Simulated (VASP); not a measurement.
# InSe: electric field gradients with PBE

Crystal: InSe.

```xyz
8
Lattice="4.0500 0.0000 0.0000 -2.0250 3.5074 0.0000 0.0000 0.0000 16.9300" Properties=species:S:1:pos:R:3 pbc="T T T"
In    0.0000    2.3383    2.6580
In    2.0250    1.1691   11.1230
In    0.0000    2.3383    5.8070
In    2.0250    1.1691   14.2720
Se    0.0000    2.3383   10.1919
Se    2.0250    1.1691    1.7269
Se    0.0000    2.3383   15.2031
Se    2.0250    1.1691    6.7381
```

```json
{"Program": "VASP 6.6.1", "Task": "electric field gradients", "Functional": "PBE", "Potentials or basis": "VASP PAW PBE potentials, release 64 (In_d, Se)", "Cutoff": "520 eV", "k mesh": "12 × 12 × 3", "Occupations": "fermi-dirac, width 0.02 eV", "Spin": "no spin polarisation", "Dipole correction": "no", "Further INCAR settings": "ALGO = Normal; EDIFF = 1e-08; NBANDS = 48"}
```

```json
{
  "Pressure": "7.6 GPa",
  "Largest force": "2.900 eV/Å",
  "Band gap on the k mesh": "zero (bands 38 and 39 overlap by 0.07 eV)",
  "Largest electric field gradient by atom": "In -16.8; Se -185.9 V/Å²"
}
```

Forces in eV/Å, atoms in the order of the input:
```
In   0.000  0.000  2.900
In   0.000  0.000  2.900
In   0.000  0.000 -2.900
In   0.000  0.000 -2.900
Se   0.000  0.000 -2.027
Se   0.000  0.000 -2.027
Se   0.000  0.000  2.027
Se   0.000  0.000  2.027
```

Stress tensor (GPa, compression positive):
```
10.51  0.00  0.00
 0.00 10.51  0.00
 0.00  0.00  1.87
```

Levels at points of the mesh, in eV from the Fermi level:
| k point | band 36 | band 37 | band 38 | band 39 | band 40 | band 41 |
| --- | --- | --- | --- | --- | --- | --- |
| (0.00, 0.00, 0.00) | -2.21 | -1.40 | -0.42 | -0.11 | 0.35 | 1.18 |
| (0.50, 0.00, 0.00) | -2.62 | -1.54 | -1.05 | 0.89 | 1.04 | 1.30 |

Electric field gradients, principal values (V/Å²):
| atom | least | middle | greatest (by size) |
| --- | --- | --- | --- |
| 1 In | 8.411 | 8.412 | -16.823 |
| 2 In | 8.411 | 8.412 | -16.823 |
| 3 In | 8.411 | 8.412 | -16.823 |
| 4 In | 8.411 | 8.412 | -16.823 |
| 5 Se | 92.938 | 92.938 | -185.875 |
| 6 Se | 92.938 | 92.938 | -185.875 |
| 7 Se | 92.938 | 92.938 | -185.875 |
| 8 Se | 92.938 | 92.938 | -185.875 |

It took 13 min on 1 thread of Intel(R) Xeon(R) Platinum 8375C CPU @ 2.90GHz (Ice Lake), with other jobs on the host, peak memory 0.53 GiB.

Caveat: the stress differs along the axes, from 2 to 11 GPa; without QUAD_EFG the Cq values of the log hold for a quadrupole moment of 1 mb, not for the nuclei; spin-orbit coupling is left out, which moves the levels of the heavy elements; forces of over 1 eV/Å act on the atoms, so gaps and moduli don't describe the material at rest.
